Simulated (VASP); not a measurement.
# Al in VASP: a series of runs, part 2 of 2

VASP 6.6.1. Earlier steps stand in the parts before.

### Step 5. Single point, r2SCAN+rVV10

This run uses another cell than the first one, of 16.12 Å³/atom, 0.980 times its volume.

Contents of POSCAR:

```
Al
1.0
   -1.6274810000      1.5902480000      1.5676560000
    1.6210610000     -1.6155390000      1.5865270000
    1.5972990000      1.5853570000     -1.5929470000
Al
1
Direct
    0.0065020000      0.0136980000      0.0014410000
```

Contents of INCAR.step1:

```
PREC     = Accurate       # precision mode
ENCUT    = 520            # plane-wave cutoff, eV
ISMEAR   = 0              # smearing method
SIGMA    = 0.025          # smearing width, eV
LREAL    = False          # projectors in reciprocal space
LASPH    = True           # aspherical terms in the spheres
NELM     = 80             # most SCF steps
NBANDS   = 8              # bands
GGA      = PE             # functional
ALGO     = Normal         # electronic algorithm
EDIFF    = 1E-4           # SCF threshold, eV
LWAVE    = True           # write WAVECAR
LCHARG   = False          # write CHGCAR
```

Contents of INCAR.step2:

```
PREC     = Accurate       # precision mode
ENCUT    = 520            # plane-wave cutoff, eV
EDIFF    = 1E-7           # SCF threshold, eV
ISMEAR   = 0              # smearing method
SIGMA    = 0.025          # smearing width, eV
LREAL    = False          # projectors in reciprocal space
LASPH    = True           # aspherical terms in the spheres
NELM     = 80             # most SCF steps
ALGO     = Normal         # electronic algorithm
ISIF     = 2              # what is computed and relaxed
LWAVE    = False          # write WAVECAR
LCHARG   = False          # write CHGCAR
METAGGA  = R2SCAN         # meta-GGA
LMIXTAU  = True         
LUSE_VDW = True         
IVDW_NL  = 2            
BPARAM   = 11.95        
CPARAM   = 0.0093       
NBANDS   = 8              # bands
ISTART   = 1
```

Contents of KPOINTS:

```
Automatic mesh
0
Gamma
  8 7 8
```

Potentials or basis: VASP PAW PBE potentials, release 64 (Al).

The run is started by

```sh
$ cat potpaw_PBE.64/Al/POTCAR > POTCAR
$ cp INCAR.step1 INCAR
$ mpirun -np 1 vasp_std > vasp.out
$ cp INCAR.step2 INCAR
$ mpirun -np 1 vasp_std > vasp.out
```

OUTCAR:

```text
PREC = Accurate
   ENCUT = 520
   EDIFF = 1E-7
   ISMEAR = 0
   LREAL = False
   LASPH = True
   NELM = 80
   ISIF = 2
   METAGGA = R2SCAN
   IVDW_NL = 2
   BPARAM = 11.95
   ISTART = 1

 ion  position               nearest neighbor table
   1  0.007  0.014  0.001-

  LATTYP: Found a triclinic cell.
 ALAT       =     7.1080091656
 B/A-ratio  =     0.6347334102
 C/A-ratio  =     0.3827641442
 COS(alpha) =     0.0006601036
 COS(beta)  =     0.2524915574
 COS(gamma) =     0.9499724241

  Lattice vectors:

 A1 = (   0.0173420000,  -3.2261870000,   6.3336570000)
 A2 = (   0.0237620000,  -3.2008960000,   3.1794740000)
 A3 = (   1.5908790000,   1.5600660000,   1.5612360000)

Analysis of symmetry for initial positions (statically):
=====================================================================
 Subroutine PRICEL returns:
 Original cell was already a primitive cell.

 Routine SETGRP: Setting up the symmetry group for a
 triclinic supercell.

 Subroutine GETGRP returns: Found  2 space group operations
 (whereof  1 operations were pure point group operations)
 out of a pool of  2 trial point group operations.

The static configuration has the point symmetry C_1 .
 The point group associated with its full space group is S_2 .

Analysis of symmetry for dynamics (positions and initial velocities):
=====================================================================
 Subroutine PRICEL returns:
 Original cell was already a primitive cell.

 Routine SETGRP: Setting up the symmetry group for a
 triclinic supercell.

 Subroutine GETGRP returns: Found  2 space group operations
 (whereof  1 operations were pure point group operations)
 out of a pool of  2 trial point group operations.

The dynamic configuration has the point symmetry C_1 .
 The point group associated with its full space group is S_2 .
[... 110 lines left out ...]
   EMIN   =  10.00;   EMAX   =-10.00  energy-range for DOS
   EFERMI =   0.00;   METHOD = LEGACY
   ISMEAR =     0;   SIGMA  =   0.03  broadening in eV -4-tet -1-fermi 0-gaus
   EFERMI_NEDOS =   21; number of points for ismear=-14 and -15
   IALGO  =     38    algorithm
   IMIX   =      4    mixing-type and parameters
     AMIX     =   0.40;   BMIX     =  1.00
     AMIX_MAG =   1.60;   BMIX_MAG =  1.00
  volume/ion in A,a.u.               =      16.12       108.75
  Fermi-wavevector in a.u.,A,eV,Ry     =   0.934757  1.766434 11.888370  0.873771
  Thomas-Fermi vector in A             =   2.061594
   LORBIT       =      0    0 simple, 1 ext, 2 COOP (PROOUT), +10 PAW based schemes
   METAGGA = R2SCAN    functional components
   LHFCALC =     F    Hartree Fock is set to
   AEXX    =    0.0000 exact exchange contribution
   IVDW_NL    =     2    kernel type
   BPARAM     =11.9500
   IVDW    =     0    specifies the selected vdW correction
   LEPSILON=     F    determine dielectric tensor
   LRPA    =     F    only Hartree local field effects (RPA)
 non-spin polarized calculation
 Gauss-broadening in eV      SIGMA  =   0.03
  energy-cutoff  :      520.00
  volume of cell :       16.12
 maximum number of plane-waves:       446
 NGX is ok and might be reduce to    24
   NGX = 11   NGY = 11   NGZ = 11

 number of electron       3.0000000 magnetization

 Free energy of the ion-electron system (eV)
  ---------------------------------------------------
  ext. energy  EPLUGINS =         0.00000000
  ---------------------------------------------------
  free energy    TOTEN  =        -6.55423725 eV

  energy without entropy =       -6.55401133  energy(sigma->0) =       -6.55412429

 E-fermi :   8.2243     XC(G=0): -11.0162

 val. band max:        8.2199548762   @ k =   0.5000   0.4286   0.3750
 cond. band min:       8.2252542079   @ k =  -0.0000   0.2857   0.5000
 fundamental gap:      0.0052993317
 Fermi energy:         8.2242731014

 k-point     1 :       0.0000    0.0000    0.0000
  band No.  band energies     occupation
      1      -3.7575      2.00000
      2      22.1255      0.00000
      3      22.4059      0.00000
      4      22.7590      0.00000
      5      24.1382      0.00000
      6      24.4918      0.00000
      7      24.9165      0.00000
      8      25.5042      0.00000
[... 243 lines left out ...]
 k-point    24 :       0.2500    0.4286   -0.0000
  band No.  band energies     occupation
      1       3.5112      2.00000
      2       7.0493      2.00000
      3       9.1243      0.00000
      4      16.2646      0.00000
      5      23.5874      0.00000
      6      25.5943      0.00000
      7      27.3574      0.00000
      8      31.2191      0.00000

 [... further k-points ...]
[... 5 lines left out ...]
  --------------------------------------------------------------------------------------
  -------------------------------------------------------------------------------------
  Total        0.0761470     -0.1061349      0.0491039     -0.3031956     -0.1982806      0.1673857
  in kB        7.5703111    -10.5516157      4.8817696    -30.1428126    -19.7124757     16.6409953
  external PRESSURE =       0.6334883 kB  Pullay stress =       0.0000000 kB

 VOLUME and BASIS-vectors are now :
 -----------------------------------------------------------------------------
  energy-cutoff  :      520.00
  volume of cell :       16.12
      direct lattice vectors                 reciprocal lattice vectors
    -1.627481000  1.590248000  1.567656000     0.003614876  0.317480264  0.319592300
     1.621061000 -1.615539000  1.586527000     0.311402529  0.005490020  0.317717156
     1.597299000  1.585357000 -1.592947000     0.313704977  0.317907567  0.003187572

 POSITION                                       TOTAL-FORCE (eV/Angst)
 -----------------------------------------------------------------------------------
      0.01393     -0.00951      0.02963        -0.000000      0.000000      0.000000
 -----------------------------------------------------------------------------------
    total drift:                                0.000061     -0.000045      0.000011

  FREE ENERGIE OF THE ION-ELECTRON SYSTEM (eV)
  ---------------------------------------------------
  free  energy   TOTEN  =        -6.5542372492 eV

  energy  without entropy=       -6.5540113309  energy(sigma->0) =       -6.55412429
```

OSZICAR.step1:

```text
N       E                     dE             d eps       ncg     rms          rms(c)
DAV:   1    -0.222158498761E+01   -0.22216E+01   -0.86378E+02  3648   0.205E+02
DAV:   2    -0.365575639604E+01   -0.14342E+01   -0.13957E+01  5024   0.190E+01
DAV:   3    -0.366288123627E+01   -0.71248E-02   -0.71224E-02  4400   0.148E+00
DAV:   4    -0.366290085829E+01   -0.19622E-04   -0.19621E-04  5256   0.694E-02
DAV:   5    -0.366290091860E+01   -0.60315E-07   -0.60132E-07  4480   0.258E-03    0.129E+00
DAV:   6    -0.364806233217E+01    0.14839E-01   -0.18921E-03  3848   0.196E-01    0.744E-01
DAV:   7    -0.363772855171E+01    0.10334E-01   -0.56620E-03  3928   0.318E-01    0.144E-01
DAV:   8    -0.363772206576E+01    0.64860E-05   -0.21142E-05  4656   0.314E-02
   1 F= -.36377221E+01 E0= -.36375893E+01  d E =-.265575E-03
```

Run time: 73 s. Hardware: 1 thread of Intel Xeon 6975P-C, shared host; peak memory 0.22 GiB.

What came out:

| Property | Result |
| --- | --- |
| Free energy | -6.5542 eV |
| Pressure | 0.1 GPa |

Stress tensor (GPa, compression positive):
```
 0.76 -3.01  1.66
-3.01 -1.06 -1.97
 1.66 -1.97  0.49
```

Caveat: the k points lie up to 0.40 Å⁻¹ apart; the PAW data sets were made with another functional, which shifts forces and pressure a little.

### Step 6. Single point, PBE-based screened hybrid

This run uses another cell than the first one, of 16.12 Å³/atom, 0.980 times its volume.

Contents of POSCAR:

```
Al
1.0
   -1.5912186900      1.5912186900      1.5912186900
    1.5912186900     -1.5912186900      1.5912186900
    1.5912186900      1.5912186900     -1.5912186900
Al
1
Direct
    0.0000000000      0.0000000000      0.0000000000
```

Contents of INCAR.step1:

```
SYSTEM = Al
PREC     = Accurate       ! precision mode
ENCUT    = 520            ! plane-wave cutoff, eV
EDIFF    = 1E-5           ! SCF threshold, eV
ISMEAR   = -1             ! smearing method
SIGMA    = 0.1            ! smearing width, eV
LREAL    = .False.        ! projectors in reciprocal space
LASPH    = .True.         ! aspherical terms in the spheres
NELM     = 60             ! most SCF steps
ALGO     = Normal         ! electronic algorithm
ISIF     = 2              ! what is computed and relaxed
LWAVE    = .True.         ! write WAVECAR
LCHARG   = .False.        ! write CHGCAR
NBANDS   = 8              ! bands
GGA      = PE             ! functional
```

Contents of INCAR.step2:

```
SYSTEM = Al
PREC     = Accurate       ! precision mode
ENCUT    = 520            ! plane-wave cutoff, eV
EDIFF    = 1E-7           ! SCF threshold, eV
ISMEAR   = -1             ! smearing method
SIGMA    = 0.1            ! smearing width, eV
LREAL    = .False.        ! projectors in reciprocal space
LASPH    = .True.         ! aspherical terms in the spheres
NELM     = 60             ! most SCF steps
ALGO     = Normal         ! electronic algorithm
ISIF     = 2              ! what is computed and relaxed
LWAVE    = .False.        ! write WAVECAR
LCHARG   = .False.        ! write CHGCAR
GGA      = PE             ! functional
LHFCALC  = .True.         ! exact exchange
AEXX     = 0.25           ! exact-exchange fraction
HFSCREEN = 0.3            ! screening, 1/A
PRECFOCK = Normal       
NBANDS   = 8              ! bands
ISTART   = 1
```

Contents of KPOINTS:

```
regular mesh
0
Gamma
  7 7 7
  0 0 0
```

Potentials or basis: VASP PAW PBE potentials, release 64 (Al).

The run is started by

```sh
$ cat potpaw_PBE.64/Al/POTCAR > POTCAR
$ cp INCAR.step1 INCAR
$ mpirun -np 1 vasp_std > vasp.out
$ cp INCAR.step2 INCAR
$ mpirun -np 1 vasp_std > vasp.out
```

Wall time 1.7 min (1 thread of Intel Xeon 6975P-C, shared host); peak memory 0.22 GiB.

It converged, with:

```
Free energy : -3.8883 eV
Pressure    : 2.4 GPa
```

Levels at points of the mesh, in eV from the Fermi level:
| k point | band 1 | band 2 | band 3 | band 4 | band 5 | band 6 |
| --- | --- | --- | --- | --- | --- | --- |
| (0.00, 0.00, 0.00) | -12.75 | 14.31 | 14.31 | 14.31 | 15.97 | 15.97 |

Caveat: the k points lie up to 0.40 Å⁻¹ apart; the PAW data sets were made with another functional, which shifts forces and pressure a little.

### Step 7. Summary

```csv
level,spin,cell,k mesh,smearing,grid for exact exchange (PRECFOCK),share of exact exchange,screening parameter,gap on the mesh (eV),pressure (GPa),moment (μB)
PBEsol+D3(BJ),"collinear, ferromagnetic start","a = 2.774 Å, angles 109.5°, 1 atom",12 × 12 × 12,fermi-dirac 0.01 eV,-,-,-,none,-2.4,0.00
PBEsol+D3(BJ),"collinear, ferromagnetic start","a = 2.792 Å, angles 109.5°, 1 atom",12 × 12 × 12,fermi-dirac 0.01 eV,-,-,-,none,-3.8,0.00
PBEsol+D3(BJ),"collinear, ferromagnetic start","a = 2.810 Å, angles 109.5°, 1 atom",12 × 12 × 12,fermi-dirac 0.01 eV,-,-,-,none,-5.0,0.00
r2SCAN+rVV10,off,"a = 2.763, b = 2.785, c = 2.757 Å, angles 109.0, 109.8, 110.7°, 1 atom",8 × 7 × 8,gaussian 0.025 eV,-,-,-,none,0.1,-
PBE-based screened hybrid,off,"a = 2.756 Å, angles 109.5°, 1 atom",7 × 7 × 7,fermi-dirac 0.1 eV,Normal,0.25,0.3 1/Å,none,2.4,-
```

Alike in all rows: task single point; potentials or basis VASP PAW PBE potentials, release 64 (Al); cutoff (eV) 520.

Caveats: some runs use coarse meshes; the PAW data sets were made with another functional, which shifts forces and pressure a little; three body term missing (some runs); pairwise dispersion overbinds metals, which lowers pressure and volume (some runs).

Total energies depend on the potentials used, so only differences within one code and one set of settings carry meaning.
